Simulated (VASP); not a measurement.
# SiC in VASP: notebook

Runs on SiC. Level: PBE. Tasks: single point, relaxation of cell and atoms.

All numbers are computed with VASP 6.6.1; they aren't measurements. Logs are shortened: lines on timing, memory, paths and dates and some standing lists are left out, and cuts for length are marked.

### 1 The cell of the first run

The structure is cubic, space group F-43m (No. 216). The conventional cell has a = 4.380 Å, b = 4.380 Å, c = 4.380 Å, α = 90.00°, β = 90.00°, γ = 90.00°. Within 2.5 Å of Si (site symmetry -43m) lie 4 C at 1.90 Å. Within 2.5 Å of C (site symmetry -43m) lie 4 Si at 1.90 Å.

### 2 Single point, PBE

File INCAR:

```
PREC = Accurate
ENCUT = 520
EDIFF = 1E-7
ISMEAR = 0
SIGMA = 0.02
LREAL = False
LASPH = True
NELM = 60
ALGO = Normal
ISIF = 2
LWAVE = False
LCHARG = True
GGA = PE
LELF = True
LVHAR = True
NBANDS = 21
```

File KPOINTS:

```
regular mesh
0
Gamma
  12 12 4
```

File POSCAR:

```
SiC
1.0
    3.0968878403      0.0000000000      0.0000000000
   -1.5484439201      2.6819835424      0.0000000000
    0.0000000000      0.0000000000      7.5861119351
Si C
3 3
Direct
    0.0000000000      0.0000000000      0.0000021407
    0.3333333333      0.6666666667      0.3333354740
    0.6666666667      0.3333333333      0.6666688073
    0.0000000000      0.0000000000      0.2499978593
    0.3333333333      0.6666666667      0.5833311927
    0.6666666667      0.3333333333      0.9166645260
```

Potentials or basis: VASP PAW PBE potentials, release 64 (Si, C).

The run is started by

```bash
> cat potpaw_PBE.64/Si/POTCAR potpaw_PBE.64/C/POTCAR > POTCAR
> mpirun -np 1 vasp_std > vasp.out
```

OUTCAR:

```text
PREC = Accurate
   ENCUT = 520
   EDIFF = 1E-7
   ISMEAR = 0
   LREAL = False
   LASPH = True
   NELM = 60
   ISIF = 2
   GGA = PE

 ion  position               nearest neighbor table
   1  0.000  0.000  0.000-   6 1.90   6 1.90   6 1.90   4 1.90   2 3.10   2 3.10   2 3.10   3 3.10
                             3 3.10   3 3.10
   2  0.333  0.667  0.333-   4 1.90   4 1.90   4 1.90   5 1.90   1 3.10   3 3.10   3 3.10   1 3.10
                             1 3.10   3 3.10
   3  0.667  0.333  0.667-   5 1.90   5 1.90   5 1.90   6 1.90   2 3.10   2 3.10   2 3.10   1 3.10
                             1 3.10   1 3.10
   4  0.000  0.000  0.250-   2 1.90   2 1.90   2 1.90   1 1.90
   5  0.333  0.667  0.583-   3 1.90   3 1.90   3 1.90   2 1.90
   6  0.667  0.333  0.917-   1 1.90   1 1.90   1 1.90   3 1.90

  LATTYP: Found a hexagonal cell.
 ALAT       =     3.0968878403
 C/A-ratio  =     2.4495920829

  Lattice vectors:

 A1 = (   3.0968878403,   0.0000000000,   0.0000000000)
 A2 = (  -1.5484439201,   2.6819835424,   0.0000000000)
 A3 = (   0.0000000000,   0.0000000000,   7.5861119351)

Analysis of symmetry for initial positions (statically):
=====================================================================
 Subroutine PRICEL returns following result:

  LATTYP: Found a trigonal (rhomboedric) cell.
 ALAT       =     3.0969740996
 COS(alpha) =     0.5000278524

  Lattice vectors:

 A1 = (   1.5484439200,  -0.8939945140,   2.5287039781)
 A2 = (  -0.0000000001,   1.7879890284,   2.5287039781)
 A3 = (  -1.5484439199,  -0.8939945143,   2.5287039789)

   3 primitive cells build up your supercell.

 Routine SETGRP: Setting up the symmetry group for a
 hexagonal supercell.

 Subroutine GETGRP returns: Found  6 space group operations
 (whereof  6 operations were pure point group operations)
 out of a pool of 24 trial point group operations.

The static configuration has the point symmetry C_3v.

Analysis of symmetry for dynamics (positions and initial velocities):
=====================================================================
 Subroutine PRICEL returns following result:

  LATTYP: Found a trigonal (rhomboedric) cell.
 ALAT       =     3.0969740996
 COS(alpha) =     0.5000278524

  Lattice vectors:

 A1 = (   1.5484439200,  -0.8939945140,   2.5287039781)
 A2 = (  -0.0000000001,   1.7879890284,   2.5287039781)
 A3 = (  -1.5484439199,  -0.8939945143,   2.5287039789)

   3 primitive cells build up your supercell.

 Routine SETGRP: Setting up the symmetry group for a
 hexagonal supercell.

 Subroutine GETGRP returns: Found  6 space group operations
 (whereof  6 operations were pure point group operations)
 out of a pool of 24 trial point group operations.

The dynamic configuration has the point symmetry C_3v.

 Subroutine INISYM returns: Found  6 space group operations
 (whereof  6 operations are pure point group operations),
 and found     3 'primitive' translations

----------------------------------------------------------------------------------------

                                     Primitive cell

  volume of cell :      21.0029

  direct lattice vectors                    reciprocal lattice vectors
     1.548443920 -0.893994514  2.528703978     0.322904817 -0.186429183  0.131819832
    -0.000000000  1.787989028  2.528703978    -0.000000000  0.372858366  0.131819832
    -1.548443920 -0.893994514  2.528703979    -0.322904817 -0.186429183  0.131819832

  length of vectors
     3.096974100  3.096974100  3.096974100     0.395474182  0.395474182  0.395474182

  position of ions in fractional coordinates (direct lattice)
     0.000002141  0.000002141  0.000002141
     0.249997859  0.249997859  0.249997859

  ion indices of the primitive-cell ions
   primitive index   ion index
                 1           1
                 2           4

----------------------------------------------------------------------------------------

 KPOINTS: regular mesh

Automatic generation of k-mesh.
 Grid dimensions read from file:
 generate k-points for:   12   12    4

 Generating k-lattice:

  Cartesian coordinates                     Fractional coordinates (reciprocal lattice)
     0.026908735  0.015535765  0.000000000     0.083333333  0.000000000  0.000000000
     0.000000000  0.031071530  0.000000000     0.000000000  0.083333333  0.000000000
     0.000000000  0.000000000  0.032954958     0.000000000  0.000000000  0.250000000

  Length of vectors
     0.031071530  0.031071530  0.032954958

  Shift w.r.t. Gamma in fractional coordinates (k-lattice)
     0.000000000  0.000000000  0.000000000

 Subroutine IBZKPT returns following result:
 ===========================================

 Found     69 irreducible k-points:

 Following reciprocal coordinates:
            Coordinates               Weight
  0.000000  0.000000  0.000000      1.000000
  0.083333  0.000000  0.000000      6.000000
  0.166667  0.000000  0.000000      6.000000
  0.250000  0.000000  0.000000      6.000000
  0.333333  0.000000  0.000000      6.000000
  0.416667  0.000000  0.000000      6.000000
[... 16 lines left out ...]
  0.166667  0.000000  0.250000      6.000000
  0.000000  0.166667  0.250000      6.000000
 [... further k-points ...]
   k-points           NKPTS =     69   k-points in BZ     NKDIM =     69   number of bands    NBANDS=     21
   number of dos      NEDOS =    301   number of ions     NIONS =      6
   total plane-waves  NPLWV =  32256
   dimension x,y,z NGX =    24 NGY =   24 NGZ =   56
   dimension x,y,z NGXF=    48 NGYF=   48 NGZF=  112
   ions per type =               3   3
   NGX,Y,Z   is equivalent  to a cutoff of  12.88, 12.88, 12.27 a.u.
   NGXF,Y,Z  is equivalent  to a cutoff of  25.77, 25.77, 24.54 a.u.
 SYSTEM =  unknown system
   PREC   = accura    normal or accurate (medium, high low for compatibility)
   ISTART =      0    job   : 0-new  1-cont  2-samecut
   ICHARG =      2    charge: 1-file 2-atom 10-const
   ISPIN  =      1    spin polarized calculation?
   LNONCOLLINEAR =      F non collinear calculations
   LSORBIT =      F    spin-orbit coupling
   LASPH  =      T    aspherical Exc in radial PAW
   ENCUT  =  520.0 eV  38.22 Ry    6.18 a.u.   5.76  5.76 14.11*2*pi/ulx,y,z
   NELM   =     60;   NELMIN=  2; NELMDL= -5     # of ELM steps
   EDIFF  = 0.1E-06   stopping-criterion for ELM
   LREAL  =      F    real-space projection
   EDIFFG = 0.1E-05   stopping-criterion for IOM
   NSW    =      0    number of steps for IOM
   IBRION =     -1    ionic relax: 0-MD 1-quasi-New 2-CG
   NFREE  =      0    steps in history (QN), initial steepest desc. (CG)
   ISIF   =      2    stress and relaxation
   ISYM   =      2    0-nonsym 1-usesym 2-fastsym
   POTIM  = 0.5000    time-step for ionic-motion
   TEBEG  =    0.0;   TEEND  =   0.0 temperature during run
   PSTRESS=    0.0 pullay stress
   NELECT =      24.0000    total number of electrons
   NUPDOWN=      -1.0000    fix difference up-down
   EMIN   =  10.00;   EMAX   =-10.00  energy-range for DOS
   EFERMI =   0.00;   METHOD = LEGACY
   ISMEAR =     0;   SIGMA  =   0.02  broadening in eV -4-tet -1-fermi 0-gaus
   EFERMI_NEDOS =   21; number of points for ismear=-14 and -15
   IALGO  =     38    algorithm
   IMIX   =      4    mixing-type and parameters
     AMIX     =   0.40;   BMIX     =  1.00
     AMIX_MAG =   1.60;   BMIX_MAG =  1.00
  volume/ion in A,a.u.               =      10.50        70.87
  Fermi-wavevector in a.u.,A,eV,Ry     =   1.186711  2.242559 19.160853  1.408283
  Thomas-Fermi vector in A             =   2.322878
   LORBIT       =      0    0 simple, 1 ext, 2 COOP (PROOUT), +10 PAW based schemes
   GGA     = PE    functional components
   LHFCALC =     F    Hartree Fock is set to
   AEXX    =    0.0000 exact exchange contribution
   IVDW    =     0    specifies the selected vdW correction
   LEPSILON=     F    determine dielectric tensor
   LRPA    =     F    only Hartree local field effects (RPA)
 non-spin polarized calculation
 Gauss-broadening in eV      SIGMA  =   0.02
  energy-cutoff  :      520.00
  volume of cell :       63.01
 maximum number of plane-waves:      1724
 NGX is ok and might be reduce to    24
   NGX = 11   NGY = 11   NGZ = 29

 number of electron      24.0000001 magnetization

 Free energy of the ion-electron system (eV)
  ---------------------------------------------------
  ext. energy  EPLUGINS =         0.00000000
  ---------------------------------------------------
  free energy    TOTEN  =       -45.18292026 eV

  energy without entropy =      -45.18292026  energy(sigma->0) =      -45.18292026

 E-fermi :   8.0757     XC(G=0): -11.2912

 val. band max:        7.9404653001   @ k =   0.0000   0.0000   0.0000
 cond. band min:       9.3110604128   @ k =   0.5000   0.0000   0.0000
 fundamental gap:      1.3705951126
 Fermi energy:         8.0757330803

 k-point     1 :       0.0000    0.0000    0.0000
  band No.  band energies     occupation
      1      -7.3463      2.00000
      2      -5.3073      2.00000
      3      -5.3073      2.00000
      4       1.8121      2.00000
      5       1.8121      2.00000
      6       7.1000      2.00000
[... 13 lines left out ...]
     20      15.5089      0.00000
     21      15.5089      0.00000

 k-point     2 :       0.0833    0.0000    0.0000
  band No.  band energies     occupation
      1      -7.2270      2.00000
      2      -5.1964      2.00000
      3      -5.1954      2.00000
      4       1.8872      2.00000
      5       1.8895      2.00000
      6       6.2709      2.00000
[... 13 lines left out ...]
     20      15.3968      0.00000
     21      15.5640      0.00000

 k-point     3 :       0.1667    0.0000    0.0000
  band No.  band energies     occupation
      1      -6.8719      2.00000
      2      -4.8717      2.00000
      3      -4.8626      2.00000
      4       2.0696      2.00000
      5       2.0822      2.00000
      6       4.8279      2.00000
[... 13 lines left out ...]
     20      16.1493      0.00000
     21      16.1952      0.00000

 k-point     4 :       0.2500    0.0000    0.0000
  band No.  band energies     occupation
      1      -6.2910      2.00000
      2      -4.3619      2.00000
      3      -4.3220      2.00000
      4       2.0326      2.00000
      5       2.1568      2.00000
      6       3.6458      2.00000
[... 13 lines left out ...]
     20      16.6709      0.00000
     21      16.8833      0.00000

 k-point     5 :       0.3333    0.0000    0.0000
  band No.  band energies     occupation
      1      -5.5078      2.00000
      2      -3.7540      2.00000
      3      -3.6093      2.00000
      4       1.0165      2.00000
      5       1.6628      2.00000
      6       2.7243      2.00000
[... 13 lines left out ...]
     20      16.9837      0.00000
     21      17.0185      0.00000

 k-point     6 :       0.4167    0.0000    0.0000
  band No.  band energies     occupation
      1      -4.5810      2.00000
      2      -3.3447      2.00000
      3      -2.8329      2.00000
      4       0.0983      2.00000
      5       0.7226      2.00000
      6       1.2830      2.00000
[... 13 lines left out ...]
     20      16.8569      0.00000
     21      17.6412      0.00000

 k-point     7 :       0.5000    0.0000    0.0000
  band No.  band energies     occupation
      1      -3.6910      2.00000
      2      -3.6910      2.00000
      3      -2.3992      2.00000
      4       0.1925      2.00000
      5       0.2375      2.00000
      6       0.2375      2.00000
[... 13 lines left out ...]
     20      16.7176      0.00000
     21      18.4472      0.00000
[... 291 lines left out ...]
      1      -7.2121      2.00000
      2      -6.1656      2.00000
      3      -4.3656      2.00000
      4       0.2344      2.00000
      5       3.6747      2.00000
      6       6.9455      2.00000
[... 13 lines left out ...]
     20      15.3194      0.00000
     21      15.7562      0.00000

 k-point    21 :       0.0833    0.0000    0.2500
  band No.  band energies     occupation
      1      -7.0931      2.00000
      2      -6.0506      2.00000
      3      -4.2599      2.00000
      4       0.3315      2.00000
      5       3.7086      2.00000
      6       6.4879      2.00000
[... 13 lines left out ...]
     20      15.7415      0.00000
     21      15.8093      0.00000

 k-point    22 :       0.0000    0.0833    0.2500
  band No.  band energies     occupation
      1      -7.0933      2.00000
      2      -6.0499      2.00000
      3      -4.2610      2.00000
      4       0.3338      2.00000
      5       3.7133      2.00000
      6       6.2097      2.00000
[... 13 lines left out ...]
     20      15.4335      0.00000
     21      15.8697      0.00000

 k-point    23 :       0.1667    0.0000    0.2500
  band No.  band energies     occupation
      1      -6.7384      2.00000
      2      -5.7116      2.00000
      3      -3.9476      2.00000
      4       0.5992      2.00000
      5       3.6257      2.00000
      6       5.2491      2.00000
[... 13 lines left out ...]
     20      16.6052      0.00000
     21      16.6189      0.00000

 k-point    24 :       0.0000    0.1667    0.2500
  band No.  band energies     occupation
      1      -6.7404      2.00000
      2      -5.7051      2.00000
      3      -3.9573      2.00000
      4       0.6213      2.00000
      5       3.7573      2.00000
      6       4.7747      2.00000
[... 13 lines left out ...]
     20      16.2866      0.00000
     21      16.3453      0.00000

 [... further k-points ...]
[... 5 lines left out ...]
  --------------------------------------------------------------------------------------
  -------------------------------------------------------------------------------------
  Total       -0.0167377     -0.0167377     -0.0245142     -0.0000000      0.0000000      0.0000000
  in kB       -0.4256046     -0.4256046     -0.6233444     -0.0000000      0.0000000      0.0000000
  external PRESSURE =      -0.4915178 kB  Pullay stress =       0.0000000 kB

 VOLUME and BASIS-vectors are now :
 -----------------------------------------------------------------------------
  energy-cutoff  :      520.00
  volume of cell :       63.01
      direct lattice vectors                 reciprocal lattice vectors
     3.096887840  0.000000000  0.000000000     0.322904817  0.186429183  0.000000000
    -1.548443920  2.681983542  0.000000000     0.000000000  0.372858366  0.000000000
     0.000000000  0.000000000  7.586111935     0.000000000  0.000000000  0.131819832

 POSITION                                       TOTAL-FORCE (eV/Angst)
 -----------------------------------------------------------------------------------
      0.00000      0.00000      0.00002         0.000000      0.000000     -0.000247
     -0.00000      1.78799      2.52872        -0.000000      0.000000     -0.000247
      1.54844      0.89399      5.05742         0.000000      0.000000     -0.000247
      0.00000      0.00000      1.89651        -0.000000     -0.000000      0.000247
     -0.00000      1.78799      4.42522        -0.000000     -0.000000      0.000247
      1.54844      0.89399      6.95392         0.000000     -0.000000      0.000247
 -----------------------------------------------------------------------------------
    total drift:                               -0.000000      0.000000     -0.000003

  FREE ENERGIE OF THE ION-ELECTRON SYSTEM (eV)
  ---------------------------------------------------
  free  energy   TOTEN  =       -45.1829202596 eV

  energy  without entropy=      -45.1829202596  energy(sigma->0) =      -45.18292026
```

It took 42 s on 1 thread of Intel Xeon 6975P-C (Granite Rapids), shared host; peak memory 0.21 GiB.

What came out:

| Quantity | Value |
| --- | --- |
| Free energy | -45.1829 eV |
| Pressure | 0.0 GPa |
| Band gap on the k mesh | 1.37 eV |

Levels at points of the mesh, in eV from the valence-band top:
```
           k point  band 9  band 10  band 11  band 12  band 13  band 14  band 15  band 16
(0.00, 0.00, 0.00)   -0.84     0.00     0.00     0.00     5.55     5.55     6.06     7.20
(0.50, 0.00, 0.00)   -2.76    -2.76    -1.74    -1.74     1.37     4.27     4.79     4.79
(0.00, 0.00, 0.50)   -0.33    -0.33    -0.33    -0.33     5.30     6.21     6.21     7.17
(0.50, 0.00, 0.50)   -2.75    -2.75    -1.05    -1.05     2.72     2.72     5.30     6.14
```

A k mesh can miss the band edges. PBE gaps usually lie below the measured ones, often by a third to a half.

### 3 Relaxation of cell and atoms, PBE

File INCAR:

```
PREC     = Accurate       # precision mode
ENCUT    = 600            # plane-wave cutoff, eV
EDIFF    = 1E-7           # SCF threshold, eV
ISMEAR   = 0              # smearing method
SIGMA    = 0.02           # smearing width, eV
LREAL    = F              # projectors in reciprocal space
LASPH    = T              # aspherical terms in the spheres
NELM     = 60             # most SCF steps
ALGO     = Normal         # electronic algorithm
ISIF     = 3              # what is computed and relaxed
LWAVE    = F              # write WAVECAR
LCHARG   = F              # write CHGCAR
GGA      = PE             # functional
IBRION   = 2              # ionic algorithm
NSW      = 65             # ionic steps
EDIFFG   = -0.01          # ionic threshold
```

KPOINTS is that of step 2.

File POSCAR:

```
SiC
1.0
    3.0919380072      0.0000000000      0.0000000000
   -1.5459690036      2.6776968612      0.0000000000
    0.0000000000      0.0000000000      7.6114352892
Si C
3 3
Direct
    0.0000000000      0.0000000000      0.0000000000
    0.3333333333      0.6666666667      0.3333333333
    0.6666666667      0.3333333333      0.6666666667
    0.0000000000      0.0000000000      0.2500000000
    0.3333333333      0.6666666667      0.5833333333
    0.6666666667      0.3333333333      0.9166666667
```

Potentials or basis: VASP PAW PBE potentials, release 64 (Si, C).

The run is started by

```bash
> cat potpaw_PBE.64/Si/POTCAR potpaw_PBE.64/C/POTCAR > POTCAR
> mpirun -np 1 vasp_std > vasp.out
```

It took 1.9 min on 1 thread of Intel Xeon 6975P-C (Granite Rapids), shared host; peak memory 0.25 GiB.

It converged, with:

| Property | Result |
| --- | --- |
| Free energy | -45.1870 eV |
| Relaxed volume | 10.49 Å³/atom |
| Relaxed cell | a = 3.096 Å, b = 3.096 Å, c = 7.583 Å, α = 90.00°, β = 90.00°, γ = 120.00° |
| Space group after relaxing (to 0.05 Å) | F-43m (No. 216) |
| Energy gained by relaxing | 0.3 meV/atom |
| Ionic steps | 4 |
| Pressure after relaxing | 0.0 GPa |
| Largest force after relaxing | 0.009 eV/Å |
| Band gap on the k mesh | 1.37 eV |

Forces on the atoms (eV/Å):
```
Si   0.000  0.000  0.009
Si   0.000  0.000  0.009
Si   0.000  0.000  0.009
C    0.000  0.000 -0.009
C    0.000  0.000 -0.009
C    0.000  0.000 -0.009
```

The path:
```tsv
step	energy change (eV)	largest force (eV/Å)	pressure (GPa)	volume (Å³)
1	0.0000	0.0421	-0.21	63.02
2	-0.0001	0.1067	0.22	62.89
3	-0.0016	0.0321	0.00	62.95
4	-0.0017	0.0088	0.02	62.95
```

Final structure:
```
Si C
1.0
     3.09611    0.00000    0.00000
    -1.54806    2.68131    0.00000
     0.00000    0.00000    7.58262
Si C
3 3
Cartesian
  1.5481 2.6813 7.5823
  0.0000 1.7875 2.5273
  1.5481 0.8938 5.0548
  0.0000 0.0000 1.8959
  0.0000 1.7875 4.4235
  1.5481 0.8938 6.9510
```

Levels at points of the mesh, in eV from the valence-band top:
| k point | band 8 | band 9 | band 10 | band 11 | band 12 | band 13 | band 14 | band 15 | band 16 |
| --- | --- | --- | --- | --- | --- | --- | --- | --- | --- |
| (0.00, 0.00, 0.00) | -0.85 | -0.85 | -0.01 | -0.01 | 0.00 | 5.56 | 5.56 | 6.07 | 7.21 |
| (0.50, 0.00, 0.00) | -3.16 | -2.76 | -2.76 | -1.74 | -1.74 | 1.37 | 4.27 | 4.79 | 4.79 |
| (0.00, 0.00, 0.50) | -1.05 | -0.33 | -0.33 | -0.33 | -0.33 | 5.30 | 6.21 | 6.21 | 7.17 |
| (0.50, 0.00, 0.50) | -4.30 | -2.76 | -2.76 | -1.05 | -1.05 | 2.72 | 2.72 | 5.31 | 6.15 |
